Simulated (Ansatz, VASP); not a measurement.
Two plane-wave programs on H7PtN

```
CELL_PARAMETERS angstrom
12.28000 0.00000 0.00000
0.00000 13.11000 0.00000
0.00000 0.00000 11.13000
ATOMIC_POSITIONS crystal
Pt 0.49086 0.54621 0.54808
H 0.60774 0.61039 0.59526
H 0.63376 0.55106 0.58012
H 0.45240 0.65656 0.57887
H 0.36645 0.53274 0.51654
H 0.45054 0.34325 0.52949
H 0.51009 0.37791 0.40431
H 0.58385 0.34892 0.52260
N 0.51409 0.38426 0.49562
```

Alike in both runs: task single point; functional PBE; k mesh 1 × 1 × 1; occupations gaussian, width 0.01 eV; no spin polarisation.

|  | VASP | Ansatz |
| --- | --- | --- |
| version | VASP 6.6.1 | Ansatz 0.2.0 |
| potentials or method | VASP PAW PBE potentials, release 64 (Pt, H, N), cutoff 520 eV | scalar-relativistic, plane waves, PAW |
| valence electrons in the cell | 22 | 30 |

```tsv
	VASP	Ansatz	Ansatz less VASP
gap on the k mesh at the Fermi level (eV)	3.36	3.40	+0.038
rms of the force components (eV/Å)	0.089	0.080	-0.0089
```

With one functional, cell and mesh, what is left measures potentials, basis and numerics. VASP's potentials hold 22 valence electrons a cell and Ansatz's 30, so a difference there can come from the potentials and not from the codes.

Neither program's run includes spin-orbit coupling.
